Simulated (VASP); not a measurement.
# Al8N in VASP: notebook, part 3 of 4

VASP 6.6.1. The steps go on from the part before.

**5. Single point, PBE**

INCAR reads:

```
SYSTEM = Al8N
  PREC = Accurate
  ENCUT = 520
  EDIFF = 1E-7
  ISMEAR = 0
  SIGMA = 0.1
  LREAL = .False.
  LASPH = .True.
  NELM = 100
  ALGO = Normal
  ISIF = 2
  LWAVE = .False.
  LCHARG = .True.
  LDIPOL = .True.
  IDIPOL = 3
  DIPOL = 0.5 0.5 0.398
  GGA = PE
  LELF = .True.
  LVHAR = .True.
  LVACPOTAV = .True.
  NBANDS = 24
```

KPOINTS reads:

```
regular mesh
0
Gamma
  9 9 1
  0 0 0
```

POSCAR reads:

```
Al8N
1.0
    2.8543223330      0.0000000000      0.0000000000
   -1.4271611665      2.4719156510      0.0000000000
    0.0000000000      0.0000000000     33.4760593533
Al N
8 1
Direct
    0.3333333333      0.6666666667      0.1194883770
    0.0000000000      0.0000000000      0.1895622803
    0.6666666667      0.3333333333      0.2596361837
    0.0000000000      0.0000000000      0.3297100869
    0.3333333333      0.6666666667      0.3992195594
    0.0000000000      0.0000000000      0.4696536480
    0.6666666667      0.3333333333      0.5400996810
    0.0000000000      0.0000000000      0.6116627748
    0.3333333333     -0.3333333333      0.6621466141
```

Potentials or basis: VASP PAW PBE potentials, release 64 (Al, N).

Command:

```bash
cat potpaw_PBE.64/Al/POTCAR potpaw_PBE.64/N/POTCAR > POTCAR
mpirun -np 1 vasp_std > vasp.out
```

OUTCAR:

```text
SYSTEM = Al8N
   PREC = Accurate
   ENCUT = 520
   EDIFF = 1E-7
   ISMEAR = 0
   LREAL = .False.
   LASPH = .True.
   NELM = 100
   ISIF = 2
   GGA = PE

 ion  position               nearest neighbor table
   1  0.333  0.667  0.119-   2 2.87   2 2.87   2 2.87
   2  0.000  0.000  0.190-   1 2.87   1 2.87   1 2.87   3 2.87   3 2.87   3 2.87
   3  0.667  0.333  0.260-   4 2.87   4 2.87   4 2.87   2 2.87   2 2.87   2 2.87
   4  0.000  0.000  0.330-   5 2.85   5 2.85   5 2.85   3 2.87   3 2.87   3 2.87
   5  0.333  0.667  0.399-   4 2.85   4 2.85   4 2.85   6 2.88   6 2.88   6 2.88
   6  0.000  0.000  0.470-   5 2.88   5 2.88   5 2.88   7 2.88   7 2.88   7 2.88
   7  0.667  0.333  0.540-   6 2.88   6 2.88   6 2.88   8 2.91   8 2.91   8 2.91
   8  0.000  0.000  0.612-   9 2.36   9 2.36   9 2.36   7 2.91   7 2.91   7 2.91
   9  0.333  0.667  0.662-   8 2.36   8 2.36   8 2.36

  LATTYP: Found a hexagonal cell.
 ALAT       =     2.8543223330
 C/A-ratio  =    11.7281986573

  Lattice vectors:

 A1 = (   2.8543223330,   0.0000000000,   0.0000000000)
 A2 = (  -1.4271611665,   2.4719156510,   0.0000000000)
 A3 = (   0.0000000000,   0.0000000000,  33.4760593533)

Analysis of symmetry for initial positions (statically):
=====================================================================
 Subroutine PRICEL returns:
 Original cell was already a primitive cell.

 Routine SETGRP: Setting up the symmetry group for a
 hexagonal supercell.

 Subroutine GETGRP returns: Found  6 space group operations
 (whereof  6 operations were pure point group operations)
 out of a pool of 24 trial point group operations.

The static configuration has the point symmetry C_3v.

Analysis of symmetry for dynamics (positions and initial velocities):
=====================================================================
 Subroutine PRICEL returns:
 Original cell was already a primitive cell.

 Routine SETGRP: Setting up the symmetry group for a
 hexagonal supercell.

 Subroutine GETGRP returns: Found  6 space group operations
 (whereof  6 operations were pure point group operations)
 out of a pool of 24 trial point group operations.

The dynamic configuration has the point symmetry C_3v.

 Subroutine INISYM returns: Found  6 space group operations
 (whereof  6 operations are pure point group operations),
 and found     1 'primitive' translations

----------------------------------------------------------------------------------------

                                     Primitive cell

  volume of cell :     236.1952

  direct lattice vectors                    reciprocal lattice vectors
     2.854322333  0.000000000  0.000000000     0.350345856  0.202272274  0.000000000
    -1.427161166  2.471915651  0.000000000     0.000000000  0.404544548  0.000000000
     0.000000000  0.000000000 33.476059353     0.000000000  0.000000000  0.029872094

  length of vectors
     2.854322333  2.854322333 33.476059353     0.404544548  0.404544548  0.029872094

[... 59 lines left out ...]
  0.444444  0.111111  0.000000      6.000000
  0.222222  0.222222  0.000000      6.000000
  0.333333  0.222222  0.000000     12.000000
  0.333333  0.333333  0.000000      2.000000
   k-points           NKPTS =     12   k-points in BZ     NKDIM =     12   number of bands    NBANDS=     24
   number of dos      NEDOS =    301   number of ions     NIONS =      9
   total plane-waves  NPLWV = 144000
   dimension x,y,z NGX =    24 NGY =   24 NGZ =  250
   dimension x,y,z NGXF=    48 NGYF=   48 NGZF=  500
   ions per type =               8   1
   NGX,Y,Z   is equivalent  to a cutoff of  13.98, 13.98, 12.42 a.u.
   NGXF,Y,Z  is equivalent  to a cutoff of  27.96, 27.96, 24.83 a.u.
 SYSTEM =  Al8N
   PREC   = accura    normal or accurate (medium, high low for compatibility)
   ISTART =      0    job   : 0-new  1-cont  2-samecut
   ICHARG =      2    charge: 1-file 2-atom 10-const
   ISPIN  =      1    spin polarized calculation?
   LNONCOLLINEAR =      F non collinear calculations
   LSORBIT =      F    spin-orbit coupling
   LASPH  =      T    aspherical Exc in radial PAW
   ENCUT  =  520.0 eV  38.22 Ry    6.18 a.u.   5.31  5.31 62.24*2*pi/ulx,y,z
   NELM   =    100;   NELMIN=  2; NELMDL= -5     # of ELM steps
   EDIFF  = 0.1E-06   stopping-criterion for ELM
   LREAL  =      F    real-space projection
   EDIFFG = 0.1E-05   stopping-criterion for IOM
   NSW    =      0    number of steps for IOM
   IBRION =     -1    ionic relax: 0-MD 1-quasi-New 2-CG
   NFREE  =      0    steps in history (QN), initial steepest desc. (CG)
   ISIF   =      2    stress and relaxation
   ISYM   =      2    0-nonsym 1-usesym 2-fastsym
   POTIM  = 0.5000    time-step for ionic-motion
   TEBEG  =    0.0;   TEEND  =   0.0 temperature during run
   PSTRESS=    0.0 pullay stress
   NELECT =      29.0000    total number of electrons
   NUPDOWN=      -1.0000    fix difference up-down
   EMIN   =  10.00;   EMAX   =-10.00  energy-range for DOS
   EFERMI =   0.00;   METHOD = LEGACY
   ISMEAR =     0;   SIGMA  =   0.10  broadening in eV -4-tet -1-fermi 0-gaus
   EFERMI_NEDOS =   21; number of points for ismear=-14 and -15
   IALGO  =     38    algorithm
   IMIX   =      4    mixing-type and parameters
     AMIX     =   0.40;   BMIX     =  1.00
     AMIX_MAG =   1.60;   BMIX_MAG =  1.00
  volume/ion in A,a.u.               =      26.24       177.10
  Fermi-wavevector in a.u.,A,eV,Ry     =   0.813674  1.537621  9.007949  0.662066
  Thomas-Fermi vector in A             =   1.923442
   LORBIT       =      0    0 simple, 1 ext, 2 COOP (PROOUT), +10 PAW based schemes
   GGA     = PE    functional components
   LHFCALC =     F    Hartree Fock is set to
   AEXX    =    0.0000 exact exchange contribution
   IVDW    =     0    specifies the selected vdW correction
   LEPSILON=     F    determine dielectric tensor
   LRPA    =     F    only Hartree local field effects (RPA)
 non-spin polarized calculation
 Gauss-broadening in eV      SIGMA  =   0.10
  energy-cutoff  :      520.00
  volume of cell :      236.20
 maximum number of plane-waves:      6403
 NGX is ok and might be reduce to    24
   NGX = 11   NGY = 11   NGZ =125

 number of electron      28.9999999 magnetization

 dipolmoment           0.000000      0.000000      0.146549 electrons x Angstroem

 Free energy of the ion-electron system (eV)
  ---------------------------------------------------
  ext. energy  EPLUGINS =         0.00000000
  ---------------------------------------------------
  free energy    TOTEN  =       -34.53423634 eV

  energy without entropy =      -34.51322829  energy(sigma->0) =      -34.52373231

 E-fermi :   2.0855     XC(G=0):  -6.6184

 val. band max:        2.0794674730   @ k =   0.2222   0.2222   0.0000
 cond. band min:       2.1243758650   @ k =   0.3333   0.2222   0.0000
 fundamental gap:      0.0449083919
 Fermi energy:         2.0855400481

 k-point     1 :       0.0000    0.0000    0.0000
  band No.  band energies     occupation
      1     -11.7932      2.00000
      2      -8.9047      2.00000
      3      -8.5772      2.00000
      4      -8.0828      2.00000
      5      -7.3526      2.00000
      6      -6.5051      2.00000
[... 313 lines left out ...]
     23       3.6165      0.00000
     24       3.8568      0.00000

------------------------ aborting loop because EDIFF is reached ----------------------------------------

  FORCE on cell =-STRESS in cart. coord.  units (eV):
  Direction    XX          YY          ZZ          XY          YZ          ZX
  --------------------------------------------------------------------------------------
  -------------------------------------------------------------------------------------
  Total       -2.9125781     -2.9125781     -5.9146086      0.0000000     -0.0000000      0.0000000
  in kB      -19.7568257    -19.7568257    -40.1204322      0.0000000     -0.0000000      0.0000000
  external PRESSURE =     -26.5446945 kB  Pullay stress =       0.0000000 kB

 VOLUME and BASIS-vectors are now :
 -----------------------------------------------------------------------------
  energy-cutoff  :      520.00
  volume of cell :      236.20
      direct lattice vectors                 reciprocal lattice vectors
     2.854322333  0.000000000  0.000000000     0.350345856  0.202272274  0.000000000
    -1.427161166  2.471915651  0.000000000     0.000000000  0.404544548  0.000000000
     0.000000000  0.000000000 33.476059353     0.000000000  0.000000000  0.029872094

 POSITION                                       TOTAL-FORCE (eV/Angst)
 -----------------------------------------------------------------------------------
     -0.00000      1.64794      4.00000         0.000000      0.000000     -0.106002
      0.00000      0.00000      6.34580         0.000000     -0.000000      0.036492
      1.42716      0.82397      8.69160         0.000000     -0.000000      0.039352
      0.00000      0.00000     11.03739         0.000000     -0.000000     -0.058773
     -0.00000      1.64794     13.36430         0.000000     -0.000000      0.186872
      0.00000      0.00000     15.72215         0.000000     -0.000000     -0.111901
      1.42716      0.82397     18.08041         0.000000      0.000000      0.203915
      0.00000      0.00000     20.47606         0.000000     -0.000000      3.327144
     -0.00000      1.64794     22.16606        -0.000000     -0.000000     -3.517100
 -----------------------------------------------------------------------------------
    total drift:                                0.000000     -0.000000     -0.000053

  FREE ENERGIE OF THE ION-ELECTRON SYSTEM (eV)
  ---------------------------------------------------
  free  energy   TOTEN  =       -34.5342363425 eV

  energy  without entropy=      -34.5132282869  energy(sigma->0) =      -34.52373231

 vacuum level on the upper side and lower side of the slab         9.926         6.168
```

Run time: 7.3 min. Hardware: 1 thread of AMD EPYC 7R43 (Zen 3), shared host; peak memory 0.31 GiB.

Results:

```
Free energy   : -34.5342 eV
Largest force : 3.517 eV/Å
```

Forces in eV/Å, atoms in the order of the input:
```
Al   0.000  0.000 -0.106
Al   0.000  0.000  0.036
Al   0.000  0.000  0.039
Al   0.000  0.000 -0.059
Al   0.000  0.000  0.187
Al   0.000  0.000 -0.112
Al   0.000  0.000  0.204
Al   0.000  0.000  3.327
N    0.000  0.000 -3.517
```

(Continued in part 4 of 4.)
